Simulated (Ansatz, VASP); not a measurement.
**One calculation of Bi2Te3, two programs**

File INCAR:

```
SYSTEM = Bi2Te3
PREC = Accurate ; ENCUT = 520
EDIFF = 1E-6 ; ISMEAR = 0
SIGMA = 0.1 ; LREAL = .False.
LASPH = .True. ; NELM = 60
ALGO = Normal ; ISIF = 2
LWAVE = .False. ; LCHARG = .False.
LDIPOL = .True. ; IDIPOL = 3
DIPOL = 0.5 0.5 0.500 ; GGA = PE
NBANDS = 59
```

The input KPOINTS:

```
Automatic mesh
0
Gamma
  9 9 1
  0 0 0
```

Contents of POSCAR:

```
Bi2Te3
1.0
    4.4688131177      0.0000000000      0.0000000000
   -2.2344065589      3.8701056847      0.0000000000
    0.0000000000      0.0000000000     32.4659178032
Bi Te
4 6
Direct
    0.6666666667      0.3333333333      0.2310114886
    0.0000000000      0.0000000000      0.4653881449
    0.3333333333      0.6666666667      0.5346118551
    0.6666666667      0.3333333333      0.7689885114
    0.0000000000      0.0000000000      0.2861947480
    0.3333333333      0.6666666667      0.3482002753
    0.6666666667      0.3333333333      0.4102045613
    0.6666666667      0.3333333333      0.5897951145
    0.0000000000      0.0000000000      0.6518006418
    0.3333333333      0.6666666667      0.7138049278
```

Input for Ansatz:

```yaml
crystal:
  lattice:
    - [4.4688133036, 0.0, 0.0]
    - [-2.2344066518, 3.8701058457, 0.0]
    - [0.0, 0.0, 32.4659164882]
  atoms:
    - { symbol: Bi, position: [0.6666666667, 0.3333333333, 0.2310114979] }
    - { symbol: Te, position: [0.0, 0.0, 0.2861947607] }
    - { symbol: Te, position: [0.3333333333, 0.6666666667, 0.3482002818] }
    - { symbol: Te, position: [0.6666666667, 0.3333333333, 0.4102045633] }
    - { symbol: Bi, position: [0.0, 0.0, 0.4653881506] }
    - { symbol: Bi, position: [0.3333333333, 0.6666666667, 0.5346118494] }
    - { symbol: Te, position: [0.6666666667, 0.3333333333, 0.5897951122] }
    - { symbol: Te, position: [0.0, 0.0, 0.6518006333] }
    - { symbol: Te, position: [0.3333333333, 0.6666666667, 0.7138049148] }
    - { symbol: Bi, position: [0.6666666667, 0.3333333333, 0.7689885021] }
basis:
  ecutwfc: 420
kpoints:
  mp_grid: { grid: [9, 9, 1] }
hamiltonian:
  xc: pbe
scf:
  occupations: { method: gaussian, width: 0.1 }
output:
  forces: true
  eigenvalues: true
  write_density: true
  write_potential: true
  elf: true
  volumetric_format: npy
efield:
  axis: 3
  dipole_correction: true
  ramp_width: 0.04
```

Alike in both runs: task single point; functional PBE; k mesh 9 × 9 × 1; occupations gaussian, width 0.1 eV; no spin polarisation.

```csv
,VASP,Ansatz
version,VASP 6.6.1,Ansatz 0.2.0
potentials or method,"VASP PAW PBE potentials, release 64 (Bi_d, Te), cutoff 520 eV","scalar-relativistic, plane waves, PAW"
valence electrons in the cell,96,156
```

Ansatz gave:

```
gap on the k mesh at the Fermi level (eV) : none
rms of the force components (eV/Å)        : 0.137
```

Estimate VASP's values.

gap on the k mesh at the Fermi level (eV): none; rms of the force components (eV/Å): 0.134.

A gap of «none» marks a metal or a gap that the smearing closes. VASP's potentials hold 96 valence electrons a cell and Ansatz's 156, so a difference there can come from the potentials and not from the codes. Ansatz's warnings: xc potential rough in thin density.

Neither program's run includes spin-orbit coupling.
